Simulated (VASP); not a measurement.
# Rh in VASP: single point with PBEsol

Aim: the single point of Rh with PBEsol.

All numbers are computed with VASP 6.6.1; they aren't measurements. Logs are shortened: lines on timing, memory, paths and dates and some standing lists are left out, and cuts for length are marked.

### 1 The cell of the first run

The typed cell holds 1 atom: a = 2.614 Å, b = 2.614 Å, c = 3.019 Å, α = 54.73°, β = 54.73°, γ = 70.53°.

This isn't the form of Rh at room conditions, which is fcc.

### 2 Single point, PBEsol

File INCAR:

```
SYSTEM = Rh
ALGO = Fast ; EDIFF = 1E-6
ENCUT = 520 ; GGA = PS
ISIF = 2 ; ISMEAR = 0
LASPH = .True. ; LCHARG = .True.
LELF = .True. ; LREAL = .False.
LVHAR = .True. ; LWAVE = .False.
NBANDS = 14 ; NELM = 60
PREC = Accurate ; SIGMA = 0.15
```

File KPOINTS:

```
k-points
0
Gamma
  24 24 24
  0 0 0
```

File POSCAR:

```
Rh
1.0
    0.0000000000      2.1345251593      1.5091092876
    2.1345251593      0.0000000000      1.5091092876
    2.1345251593      2.1345251593      0.0000000000
Rh
1
Direct
    0.0000000000      0.0000000000      0.0000000000
```

Potentials or basis: VASP PAW PBE potentials, release 64 (Rh_pv).

Command:

```bash
> cat potpaw_PBE.64/Rh_pv/POTCAR > POTCAR
> mpirun -np 1 vasp_std > vasp.out
```

OUTCAR:

```text
SYSTEM = Rh
   EDIFF = 1E-6
   ENCUT = 520
   GGA = PS
   ISIF = 2
   ISMEAR = 0
   LASPH = .True.
   LREAL = .False.
   NELM = 60
   PREC = Accurate

 ion  position               nearest neighbor table
   1  0.000  0.000  0.000-

  LATTYP: Found a body centered tetragonal cell.
 ALAT       =     3.0186744295
 C/A-ratio  =     0.9998489886

  Lattice vectors:

 A1 = (   0.0000000000,  -2.1345251593,  -1.5091092876)
 A2 = (   0.0000000000,   2.1345251593,  -1.5091092876)
 A3 = (   2.1345251593,   0.0000000000,   1.5091092876)

Analysis of symmetry for initial positions (statically):
=====================================================================
 Subroutine PRICEL returns:
 Original cell was already a primitive cell.

 Routine SETGRP: Setting up the symmetry group for a
 body centered tetragonal supercell.

 Subroutine GETGRP returns: Found 16 space group operations
 (whereof 16 operations were pure point group operations)
 out of a pool of 16 trial point group operations.

The static configuration has the point symmetry D_4h.

Analysis of symmetry for dynamics (positions and initial velocities):
=====================================================================
 Subroutine PRICEL returns:
 Original cell was already a primitive cell.

 Routine SETGRP: Setting up the symmetry group for a
 body centered tetragonal supercell.

 Subroutine GETGRP returns: Found 16 space group operations
 (whereof 16 operations were pure point group operations)
 out of a pool of 16 trial point group operations.

The dynamic configuration has the point symmetry D_4h.

 Subroutine INISYM returns: Found 16 space group operations
 (whereof 16 operations are pure point group operations),
 and found     1 'primitive' translations

----------------------------------------------------------------------------------------

                                     Primitive cell

  volume of cell :      13.7516

  direct lattice vectors                    reciprocal lattice vectors
     0.000000000  2.134525159  1.509109288    -0.234244135  0.234244135  0.331321266
     2.134525159  0.000000000  1.509109288     0.234244135 -0.234244135  0.331321266
     2.134525159  2.134525159  0.000000000     0.234244135  0.234244135 -0.331321266
[... 86 lines left out ...]
   IBRION =     -1    ionic relax: 0-MD 1-quasi-New 2-CG
   NFREE  =      0    steps in history (QN), initial steepest desc. (CG)
   ISIF   =      2    stress and relaxation
   ISYM   =      2    0-nonsym 1-usesym 2-fastsym
   POTIM  = 0.5000    time-step for ionic-motion
   TEBEG  =    0.0;   TEEND  =   0.0 temperature during run
   PSTRESS=    0.0 pullay stress
   NELECT =      15.0000    total number of electrons
   NUPDOWN=      -1.0000    fix difference up-down
   EMIN   =  10.00;   EMAX   =-10.00  energy-range for DOS
   EFERMI =   0.00;   METHOD = LEGACY
   ISMEAR =     0;   SIGMA  =   0.15  broadening in eV -4-tet -1-fermi 0-gaus
   EFERMI_NEDOS =   21; number of points for ismear=-14 and -15
   IALGO  =     68    algorithm
   IMIX   =      4    mixing-type and parameters
     AMIX     =   0.40;   BMIX     =  1.00
     AMIX_MAG =   1.60;   BMIX_MAG =  1.00
  volume/ion in A,a.u.               =      13.75        92.80
  Fermi-wavevector in a.u.,A,eV,Ry     =   1.685211  3.184586 38.639656  2.839935
  Thomas-Fermi vector in A             =   2.768095
   LORBIT       =      0    0 simple, 1 ext, 2 COOP (PROOUT), +10 PAW based schemes
   GGA     = PS    functional components
   LHFCALC =     F    Hartree Fock is set to
   AEXX    =    0.0000 exact exchange contribution
   IVDW    =     0    specifies the selected vdW correction
   LEPSILON=     F    determine dielectric tensor
   LRPA    =     F    only Hartree local field effects (RPA)
 non-spin polarized calculation
 RMM-DIIS sequential band-by-band and
 Gauss-broadening in eV      SIGMA  =   0.15
  energy-cutoff  :      520.00
  volume of cell :       13.75
 maximum number of plane-waves:       382
   NGX =  9   NGY =  9   NGZ = 11

 number of electron      15.0000000 magnetization

 Free energy of the ion-electron system (eV)
  ---------------------------------------------------
  ext. energy  EPLUGINS =         0.00000000
  ---------------------------------------------------
  free energy    TOTEN  =        -7.75995005 eV

  energy without entropy =       -7.73056711  energy(sigma->0) =       -7.74525858

 E-fermi :  11.5816     XC(G=0): -14.1991

 val. band max:       11.5812427854   @ k =  -0.2917   0.0000   0.1250
 cond. band min:      11.5817937816   @ k =   0.5000   0.0417   0.3750
 fundamental gap:      0.0005509962
 Fermi energy:        11.5816407038

 k-point     1 :       0.0000    0.0000    0.0000
  band No.  band energies     occupation
      1     -34.4206      2.00000
      2     -34.4203      2.00000
      3     -34.4203      2.00000
      4       3.7040      2.00000
      5       8.5858      2.00000
      6       8.5870      2.00000
      7       8.5870      2.00000
      8      11.1174      1.99999
      9      11.1195      1.99999
     10      30.0153      0.00000
     11      30.0153      0.00000
     12      30.0186      0.00000
     13      32.4320      0.00000
     14      40.2837      0.00000
[... 377 lines left out ...]
      1     -35.1566      2.00000
      2     -34.6737      2.00000
      3     -34.4304      2.00000
      4       5.6580      2.00000
      5       7.1116      2.00000
      6      10.8373      2.00000
      7      11.0806      2.00000
      8      13.0907      0.00000
      9      13.1203      0.00000
     10      21.4410      0.00000
     11      26.3812      0.00000
     12      30.1865      0.00000
     13      32.4330      0.00000
     14      37.5931      0.00000

 [... further k-points ...]

------------------------ aborting loop because EDIFF is reached ----------------------------------------

  FORCE on cell =-STRESS in cart. coord.  units (eV):
  Direction    XX          YY          ZZ          XY          YZ          ZX
  --------------------------------------------------------------------------------------
  -------------------------------------------------------------------------------------
  Total        0.2641783      0.2641783      0.2597156      0.0000000      0.0000000     -0.0000000
  in kB       30.7789926     30.7789926     30.2590532      0.0000000      0.0000000     -0.0000000
  external PRESSURE =      30.6056795 kB  Pullay stress =       0.0000000 kB

 VOLUME and BASIS-vectors are now :
 -----------------------------------------------------------------------------
  energy-cutoff  :      520.00
  volume of cell :       13.75
      direct lattice vectors                 reciprocal lattice vectors
     0.000000000  2.134525159  1.509109288    -0.234244135  0.234244135  0.331321266
     2.134525159  0.000000000  1.509109288     0.234244135 -0.234244135  0.331321266
     2.134525159  2.134525159  0.000000000     0.234244135  0.234244135 -0.331321266

 POSITION                                       TOTAL-FORCE (eV/Angst)
 -----------------------------------------------------------------------------------
      0.00000      0.00000      0.00000         0.000000      0.000000      0.000000
 -----------------------------------------------------------------------------------
    total drift:                                0.000000     -0.000000      0.000000

  FREE ENERGIE OF THE ION-ELECTRON SYSTEM (eV)
  ---------------------------------------------------
  free  energy   TOTEN  =        -7.7599500483 eV

  energy  without entropy=       -7.7305671134  energy(sigma->0) =       -7.74525858
```

OSZICAR:

```text
N       E                     dE             d eps       ncg     rms          rms(c)
DAV:   1     0.119107136085E+03    0.11911E+03   -0.87624E+03 29922   0.114E+03
DAV:   2    -0.672235146316E+01   -0.12583E+03   -0.12043E+03 32728   0.341E+02
DAV:   3    -0.827929539375E+01   -0.15569E+01   -0.15527E+01 36340   0.416E+01
DAV:   4    -0.828503131442E+01   -0.57359E-02   -0.57355E-02 34276   0.259E+00
DAV:   5    -0.828508179051E+01   -0.50476E-04   -0.50475E-04 35730   0.214E-01    0.114E+01
RMM:   6    -0.778221811203E+01    0.50286E+00   -0.79293E-01 31697   0.870E+00    0.417E+00
RMM:   7    -0.776393615743E+01    0.18282E-01   -0.30641E-02 33243   0.186E+00    0.185E+00
RMM:   8    -0.776015051044E+01    0.37856E-02   -0.63926E-03 35225   0.917E-01    0.181E-01
RMM:   9    -0.775993962097E+01    0.21089E-03   -0.64882E-04 36212   0.282E-01    0.142E-02
RMM:  10    -0.775995080759E+01   -0.11187E-04   -0.71088E-05 36970   0.109E-01    0.745E-03
RMM:  11    -0.775995004828E+01    0.75931E-06   -0.74421E-06 34767   0.350E-02
   1 F= -.77599500E+01 E0= -.77452586E+01  d E =-.293829E-01
```

stdout:

```text
POSCAR found type information on POSCAR Rh
 POSCAR found :  1 types and       1 ions
 scaLAPACK will be used
 -----------------------------------------------------------------------------
|                                                                             |
|                                                                             |
|     You enforced a specific xc type in the INCAR file but a different       |
|     I HOPE YOU KNOW WHAT YOU ARE DOING!                                     |
|                                                                             |
 -----------------------------------------------------------------------------

 LDA part: xc-table for (Slater+PW92), standard interpolation
 POSCAR, INCAR and KPOINTS ok, starting setup
 FFT: planning ... GRIDC
 FFT: planning ... GRID_SOFT
 FFT: planning ... GRID
 WAVECAR not read
 entering main loop
```

It took 3.4 min on 1 thread of Intel Xeon 8259CL, shared host; peak memory 0.29 GiB.

Results:

```
Free energy            : -7.7600 eV
Pressure               : 3.1 GPa
Band gap on the k mesh : zero (an odd number of electrons rules out a gap without spin polarisation)
```

Levels at points of the mesh, in eV from the Fermi level:
```
           k point  band 4  band 5  band 6  band 7  band 8  band 9  band 10  band 11
(0.00, 0.00, 0.00)   -7.88   -3.00   -2.99   -2.99   -0.46   -0.46    18.43    18.43
(0.50, 0.00, 0.00)   -6.00   -4.56   -0.52   -0.10    1.24    1.66     9.50    14.57
(0.50, 0.50, 0.00)   -6.01   -6.01    1.13    1.13    1.13    9.47     9.47     9.48
(0.50, 0.00, 0.50)   -6.00   -4.56   -0.53   -0.10    1.24    1.66     9.50    14.58
```

Caveat: the cell stands under pressure; the PAW data sets were made with another functional, which shifts forces and pressure a little.
